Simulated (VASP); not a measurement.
# WC (P1) in VASP: a series of runs, part 2 of 2

VASP 6.6.1. Earlier steps stand in the parts before.

## 3. Single point, PBE+D3(BJ)

INCAR reads:

```
PREC = Accurate
ENCUT = 520
EDIFF = 1E-6
ISMEAR = -1
SIGMA = 0.3
LREAL = Auto
LASPH = True
NELM = 100
ALGO = Normal
ISIF = 2
LWAVE = False
LCHARG = False
GGA = PE
IVDW = 12
NBANDS = 86
```

KPOINTS reads:

```
Automatic mesh
0
Gamma
  2 2 2
```

POSCAR reads:

```
WC
1.0
   -2.9427730000     -5.0970320000      0.0000000000
    4.4141590000     -2.5485160000      0.0000000000
    0.0000000000      0.0000000000      5.7795510000
W C
8 8
Direct
    0.7609245665      0.4792369893      0.0197247156
    0.7762168296      0.4812989130      0.5561850739
    0.4995706785      0.0088177848     -0.0001557214
    0.5247970776      0.0066283680      0.5100915279
    0.2444594570      0.4958110230      0.0347950905
    0.2754523755      0.4683550849      0.5376888274
    0.0157983305     -0.0286145333      0.0106236626
    0.0109371699     -0.0124178562      0.5058870490
    0.5397811856      0.6580763173      0.2528397102
    0.5079405342      0.7031585608      0.7664436217
    0.2775966824      0.1456458687      0.2706438614
    0.2710008281      0.1711977117      0.7934007330
    0.0298657454      0.5993187172      0.2837936719
    0.0044949448      0.6160012818      0.7883484374
    0.8056862995      0.1548317332      0.2637229086
    0.7727602627      0.1234115120      0.7530688803
```

Potentials or basis: VASP PAW PBE potentials, release 64 (W_sv, C).

Command:

```bash
> cat potpaw_PBE.64/W_sv/POTCAR potpaw_PBE.64/C/POTCAR > POTCAR
> mpirun -np 1 vasp_std > vasp.out
```

OUTCAR:

```text
PREC = Accurate
   ENCUT = 520
   EDIFF = 1E-6
   ISMEAR = -1
   LREAL = Auto
   LASPH = True
   NELM = 100
   ISIF = 2
   GGA = PE
   IVDW = 12
 IVDW          = 12

 ion  position               nearest neighbor table
   1  0.761  0.479  0.020-  14 2.08   9 2.08  15 2.19  13 2.28  10 2.38  16 2.38   2 2.68   5 2.85
                             3 2.85   7 2.92   7 2.99   5 3.04   2 3.10   3 3.11
   2  0.776  0.481  0.556-  14 2.02  16 2.15  13 2.25  10 2.29  15 2.38   9 2.41   1 2.68   4 2.85
                             8 2.89   6 2.94   8 2.94   6 2.95   4 3.07   1 3.10
   3  0.500  0.009  1.000-  12 1.98  10 2.06  11 2.15  16 2.23   9 2.32  15 2.48   4 2.83   1 2.85
                             7 2.85   5 2.91   4 2.95   5 3.02   7 3.04   1 3.11
   4  0.525  0.007  0.510-  16 2.11  11 2.13  10 2.14  15 2.31   9 2.32  12 2.37   6 2.78   3 2.83
                             2 2.85   8 2.86   3 2.95   8 3.03   2 3.07   6 3.12
   5  0.244  0.496  0.035-  13 1.99  14 2.10  12 2.17  11 2.25   9 2.30  10 2.43   7 2.78   1 2.85
                             6 2.88   3 2.91   6 2.92   7 3.00   3 3.02   1 3.04
   6  0.275  0.468  0.538-  12 2.12  13 2.17  10 2.25  11 2.26  14 2.28   9 2.46   4 2.78   5 2.88
                             8 2.91   5 2.92   2 2.94   2 2.95   8 3.08   4 3.12
   7  0.016  0.971  0.011-  15 2.13  16 2.21  12 2.21  14 2.22  11 2.33  13 2.47   5 2.78   3 2.85
                             8 2.86   8 2.92   1 2.92   1 2.99   5 3.00   3 3.04
   8  0.011  0.988  0.506-  15 2.04  16 2.12  11 2.23  13 2.36  12 2.45  14 2.50   4 2.86   7 2.86
                             2 2.89   6 2.91   7 2.92   2 2.94   4 3.03   6 3.08
   9  0.540  0.658  0.253-   1 2.08   5 2.30   4 2.32   3 2.32   2 2.41   6 2.46
  10  0.508  0.703  0.766-   3 2.06   4 2.14   6 2.25   2 2.29   1 2.38   5 2.43
  11  0.278  0.146  0.271-   4 2.13   3 2.15   8 2.23   5 2.25   6 2.26   7 2.33
  12  0.271  0.171  0.793-   3 1.98   6 2.12   5 2.17   7 2.21   4 2.37   8 2.45
  13  0.030  0.599  0.284-   5 1.99   6 2.17   2 2.25   1 2.28   8 2.36   7 2.47
  14  0.004  0.616  0.788-   2 2.02   1 2.08   5 2.10   7 2.22   6 2.28   8 2.50
  15  0.806  0.155  0.264-   8 2.04   7 2.13   1 2.19   4 2.31   2 2.38   3 2.48
  16  0.773  0.123  0.753-   4 2.11   8 2.12   2 2.15   7 2.21   3 2.23   1 2.38

  LATTYP: Found a simple orthorhombic cell.
 ALAT       =     5.0970318303
 B/A-ratio  =     1.1339052202
 C/A-ratio  =     1.1547005967

  Lattice vectors:

 A1 = (   4.4141590000,  -2.5485160000,   0.0000000000)
 A2 = (   0.0000000000,   0.0000000000,   5.7795510000)
 A3 = (  -2.9427730000,  -5.0970320000,   0.0000000000)

Analysis of symmetry for initial positions (statically):
=====================================================================
 Subroutine PRICEL returns:
 Original cell was already a primitive cell.

 Routine SETGRP: Setting up the symmetry group for a
 simple orthorhombic supercell.

 Subroutine GETGRP returns: Found  1 space group operations
 (whereof  1 operations were pure point group operations)
 out of a pool of  8 trial point group operations.

The static configuration has the point symmetry C_1 .

Analysis of symmetry for dynamics (positions and initial velocities):
=====================================================================
 Subroutine PRICEL returns:
 Original cell was already a primitive cell.

 Routine SETGRP: Setting up the symmetry group for a
 simple orthorhombic supercell.

 Subroutine GETGRP returns: Found  1 space group operations
 (whereof  1 operations were pure point group operations)
 out of a pool of  8 trial point group operations.

The dynamic configuration has the point symmetry C_1 .

 Subroutine INISYM returns: Found  1 space group operations
[... 93 lines left out ...]
   dimension x,y,z NGX =    48 NGY =   40 NGZ =   48
   dimension x,y,z NGXF=    96 NGYF=   80 NGZF=   96
   ions per type =               8   8
   NGX,Y,Z   is equivalent  to a cutoff of  13.56, 13.05, 13.81 a.u.
   NGXF,Y,Z  is equivalent  to a cutoff of  27.12, 26.09, 27.61 a.u.
 SYSTEM =  unknown system
   PREC   = accura    normal or accurate (medium, high low for compatibility)
   ISTART =      0    job   : 0-new  1-cont  2-samecut
   ICHARG =      2    charge: 1-file 2-atom 10-const
   ISPIN  =      1    spin polarized calculation?
   LNONCOLLINEAR =      F non collinear calculations
   LSORBIT =      F    spin-orbit coupling
   LASPH  =      T    aspherical Exc in radial PAW
   ENCUT  =  520.0 eV  38.22 Ry    6.18 a.u.  10.94  9.48 10.75*2*pi/ulx,y,z
   NELM   =    100;   NELMIN=  2; NELMDL= -5     # of ELM steps
   EDIFF  = 0.1E-05   stopping-criterion for ELM
   LREAL  =      T    real-space projection
   EDIFFG = 0.1E-04   stopping-criterion for IOM
   NSW    =      0    number of steps for IOM
   IBRION =     -1    ionic relax: 0-MD 1-quasi-New 2-CG
   NFREE  =      0    steps in history (QN), initial steepest desc. (CG)
   ISIF   =      2    stress and relaxation
   ISYM   =      2    0-nonsym 1-usesym 2-fastsym
   POTIM  = 0.5000    time-step for ionic-motion
   TEBEG  =    0.0;   TEEND  =   0.0 temperature during run
   PSTRESS=    0.0 pullay stress
   NELECT =     144.0000    total number of electrons
   NUPDOWN=      -1.0000    fix difference up-down
   EMIN   =  10.00;   EMAX   =-10.00  energy-range for DOS
   EFERMI =   0.00;   METHOD = LEGACY
   ISMEAR =    -1;   SIGMA  =   0.30  broadening in eV -4-tet -1-fermi 0-gaus
   EFERMI_NEDOS =   21; number of points for ismear=-14 and -15
   IALGO  =     38    algorithm
   IMIX   =      4    mixing-type and parameters
     AMIX     =   0.40;   BMIX     =  1.00
     AMIX_MAG =   1.60;   BMIX_MAG =  1.00
  volume/ion in A,a.u.               =      10.84        73.13
  Fermi-wavevector in a.u.,A,eV,Ry     =   1.538850  2.908005 32.219400  2.368059
  Thomas-Fermi vector in A             =   2.645161
   LORBIT       =      0    0 simple, 1 ext, 2 COOP (PROOUT), +10 PAW based schemes
   GGA     = PE    functional components
   LHFCALC =     F    Hartree Fock is set to
   AEXX    =    0.0000 exact exchange contribution
   IVDW    =    12    specifies the selected vdW correction
   LEPSILON=     F    determine dielectric tensor
   LRPA    =     F    only Hartree local field effects (RPA)
 non-spin polarized calculation
  energy-cutoff  :      520.00
  volume of cell :      173.38
 maximum number of plane-waves:      4712
 NGX is ok and might be reduce to    48
   NGX = 21   NGY = 19   NGZ = 21

 number of electron     143.9999999 magnetization

 Free energy of the ion-electron system (eV)
  ---------------------------------------------------
  ext. energy  EPLUGINS =         0.00000000
  ---------------------------------------------------
  free energy    TOTEN  =      -175.12736197 eV

  energy without entropy =     -173.73015719  energy(sigma->0) =     -174.42875958

 E-fermi :  10.8780     XC(G=0): -13.5317

 val. band max:       10.8717400894   @ k =   0.5000  -0.0000   0.0000
 cond. band min:      10.9511713139   @ k =   0.5000  -0.0000   0.5000
 fundamental gap:      0.0794312245
 Fermi energy:        10.8780189188

 k-point     1 :       0.0000    0.0000    0.0000
  band No.  band energies     occupation
      1     -63.5681      2.00000
      2     -63.5095      2.00000
      3     -63.4775      2.00000
      4     -63.4538      2.00000
      5     -63.4379      2.00000
      6     -63.4091      2.00000
[... 685 lines left out ...]
     83      14.1231      0.00004
     84      14.3764      0.00002
 [bands above 84 left out]

------------------------ aborting loop because EDIFF is reached ----------------------------------------

 Edisp (eV)   -7.06742

 E8    (eV) :    -3.2396

  FORCE on cell =-STRESS in cart. coord.  units (eV):
  Direction    XX          YY          ZZ          XY          YZ          ZX
  --------------------------------------------------------------------------------------
  -------------------------------------------------------------------------------------
  Total      -1.91855    -6.07517    -8.11491     2.50062    -0.71103    -1.06144
  in kB     -17.72909   -56.13980   -74.98873    23.10785    -6.57053    -9.80866
  external pressure =      -49.62 kB  Pullay stress =        0.00 kB

 VOLUME and BASIS-vectors are now :
 -----------------------------------------------------------------------------
  energy-cutoff  :      520.00
  volume of cell :      173.38
      direct lattice vectors                 reciprocal lattice vectors
    -2.942773000 -5.097032000  0.000000000    -0.084953893 -0.147144452  0.000000000
     4.414159000 -2.548516000  0.000000000     0.169907785 -0.098096312  0.000000000
     0.000000000  0.000000000  5.779551000     0.000000000  0.000000000  0.173023821

 POSITION                                       TOTAL-FORCE (eV/Angst)
 -----------------------------------------------------------------------------------
     -0.12380     -5.09980      0.11400        -0.062915     -0.117413      2.033205
     -0.15970     -5.18300      3.21450         1.067001      0.885343     -5.751945
     -1.43120     -2.56880      5.77865        -3.684685     -1.856763      3.863064
     -1.51510     -2.69180      2.94810        -2.142842      1.481341     -0.636003
      1.46920     -2.50960      0.20110        -3.402710     -3.051342     -1.104255
      1.25680     -2.59760      3.10760         2.407733     -0.936571     -1.606524
[... 8 lines left out ...]
     -1.68750     -4.50120      1.52420         1.353020      2.409105      0.004912
     -1.72930     -4.25330      4.35240         1.493087     -0.853694      1.468898
 -----------------------------------------------------------------------------------
    total drift:                               -0.000033     -0.003317     -0.017045

  FREE ENERGIE OF THE ION-ELECTRON SYSTEM (eV)
  ---------------------------------------------------
  free  energy   TOTEN  =      -182.1947866870 eV

  energy  without entropy=     -180.7975819048  energy(sigma->0) =     -181.49618430
```

It took 6.3 min on 1 thread of Intel Xeon Platinum 8488C (Sapphire Rapids), shared host; peak memory 0.32 GiB.

Results:

| Quantity | Value |
| --- | --- |
| Free energy | -182.1948 eV |
| Pressure | -5.0 GPa |
| Largest force | 5.917 eV/Å |
| Band gap on the k mesh | zero (band 72 reaches 10.87 eV, above the bottom of band 73 at 10.86 eV) |
| Dispersion energy per atom | -0.442 eV |

Forces on the atoms (eV/Å):
```
W   -0.063 -0.117  2.033
W    1.067  0.885 -5.752
W   -3.685 -1.857  3.863
W   -2.143  1.481 -0.636
W   -3.403 -3.051 -1.104
W    2.408 -0.937 -1.607
W    0.995 -0.481  0.828
W   -2.566 -0.888  1.606
C    1.055  1.112  1.496
C   -2.896  1.628 -0.498
C    1.045  0.684  0.040
C    0.572  1.926 -2.391
C    3.500  0.450  1.201
C    1.266 -2.391 -0.554
C    1.353  2.409  0.005
C    1.493 -0.854  1.469
```

Caveat: the k points lie up to 0.62 Å⁻¹ apart; spin-orbit coupling is left out, which moves the levels of the heavy elements; pairwise dispersion overbinds metals, which lowers pressure and volume; forces of over 1 eV/Å act on the atoms, so gaps and moduli don't describe the material at rest.

## 4. Single point, PBE+D3(BJ)

INCAR, as its differences from that of step 3:

```diff
@@ -7,3 +7,3 @@
 LASPH = True
-NELM = 100
+NELM = 80
 ALGO = Normal
```

KPOINTS is that of step 3.

POSCAR reads:

```
WC
1.0
   -2.9427730000     -5.0970320000      0.0000000000
    4.4141590000     -2.5485160000      0.0000000000
    0.0000000000      0.0000000000      5.7795510000
W C
8 8
Direct
    0.7333157147      0.4609217035      0.0211262086
    0.7412132062      0.5077121623      0.4964918555
    0.5009710298     -0.0460916745      0.0121289699
    0.5034128625     -0.0213110176      0.4860066119
    0.2440064584      0.4821202901      0.0165583797
    0.2169236715      0.5181184284      0.5082055682
   -0.0304817406     -0.0236740098      0.0357121167
    0.0183131894      0.0083802054      0.5253695313
    0.4746868844      0.6386484372      0.2766823928
    0.5209241799      0.6715801609      0.7730358293
    0.2794856136      0.2066900439      0.2522168245
    0.2379404556      0.1363577407      0.8101494389
   -0.0123905526      0.6194016609      0.2635152800
   -0.0059853716      0.6465753522      0.7210940781
    0.7241400488      0.1389573379      0.2591723821
    0.7284982592      0.1340470535      0.7268903761
```

Command:

```bash
> cat potpaw_PBE.64/W_sv/POTCAR potpaw_PBE.64/C/POTCAR > POTCAR
> mpirun -np 1 vasp_std > vasp.out
```

It took 5.9 min on 1 thread of Intel Xeon Platinum 8488C (Sapphire Rapids), shared host; peak memory 0.32 GiB.

Results (log left out):

```
Free energy                : -180.5051 eV
Pressure                   : -0.4 GPa
Largest force              : 6.824 eV/Å
Band gap on the k mesh     : zero (band 72 reaches 11.02 eV, above the bottom of band 73 at 10.80 eV)
Dispersion energy per atom : -0.442 eV
```

Forces in eV/Å, atoms in the order of the input:
```
W    0.838 -1.358 -2.302
W   -2.531  2.834  2.875
W    4.022 -0.837 -0.467
W    2.364  1.198  3.943
W    1.195  0.452 -2.053
W   -6.263 -2.664  0.493
W   -1.463 -2.598 -2.849
W    0.688  2.411 -1.011
C    0.203 -1.668 -2.104
C   -1.449  2.663 -1.474
C   -2.918  3.989  2.346
C    0.357  0.107 -2.227
C    2.421 -0.948 -2.122
C    2.494  0.657  4.706
C   -0.246 -2.325 -0.126
C    0.287 -1.911  2.371
```

Stress tensor (GPa, compression positive):
```
 2.07  1.55  2.97
 1.55 -1.89  0.55
 2.97  0.55 -1.44
```

Levels at points of the mesh, in eV from the Fermi level:
```tsv
k point	band 68	band 69	band 70	band 71	band 72	band 73	band 74	band 75	band 76	band 77
(0.00, 0.00, 0.00)	-1.13	-0.85	-0.72	-0.36	0.03	0.10	0.60	0.92	1.26	1.63
(0.50, 0.00, 0.00)	-1.53	-1.16	-0.87	-0.33	-0.18	0.05	0.37	0.61	0.87	1.40
(0.00, 0.50, 0.00)	-1.54	-1.04	-0.88	-0.26	0.13	0.69	1.34	1.40	1.54	1.87
(0.50, 0.50, 0.00)	-1.91	-1.65	-1.46	-1.33	-0.94	0.96	1.14	1.33	1.37	1.76
(0.00, 0.00, 0.50)	-1.24	-1.14	-0.83	-0.27	0.10	0.23	0.49	0.83	1.22	1.55
(0.50, 0.00, 0.50)	-1.30	-1.22	-1.04	-0.89	-0.69	-0.10	0.16	0.35	0.64	1.86
(0.00, 0.50, 0.50)	-1.36	-1.23	-1.06	-0.93	-0.83	0.47	0.65	0.82	1.09	1.79
(0.50, 0.50, 0.50)	-1.86	-1.67	-1.37	-1.08	-0.86	0.54	0.93	1.13	1.39	1.61
```

Caveat: the k points lie up to 0.62 Å⁻¹ apart; spin-orbit coupling is left out, which moves the levels of the heavy elements; pairwise dispersion overbinds metals, which lowers pressure and volume; forces of over 1 eV/Å act on the atoms, so gaps and moduli don't describe the material at rest.
